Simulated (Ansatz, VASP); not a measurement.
## One calculation of TiH2, two programs

```
CELL_PARAMETERS angstrom
-1.55409 1.55409 2.07903
1.55409 -1.55409 2.07903
1.55409 1.55409 -2.07903
ATOMIC_POSITIONS crystal
Ti 0.00000 0.00000 0.00000
H 0.75000 0.25000 0.50000
H 0.25000 0.75000 0.50000
```

Alike in both runs: functional r2SCAN; k mesh 13 × 13 × 13; occupations fermi-dirac, width 0.1 eV; no spin polarisation.

Ansatz relaxed the structure, and its values are those at the end. VASP's run is a single point on that final structure, the one shown.

|  | VASP | Ansatz |
| --- | --- | --- |
| version | VASP 6.6.1 | Ansatz 0.2.0 |
| potentials or method | VASP PAW PBE potentials, release 64 (Ti_sv, H), cutoff 520 eV | PAW plane waves |
| valence electrons in the cell | 14 | 14 |

Ansatz gave:

* pressure (GPa): 10.3

Problem. Which values does VASP return?

Solution. Pressure (GPa): 10.8.

VASP's potentials were made for PBE, not for r2SCAN. Ansatz's warnings: stress scf threshold loose.
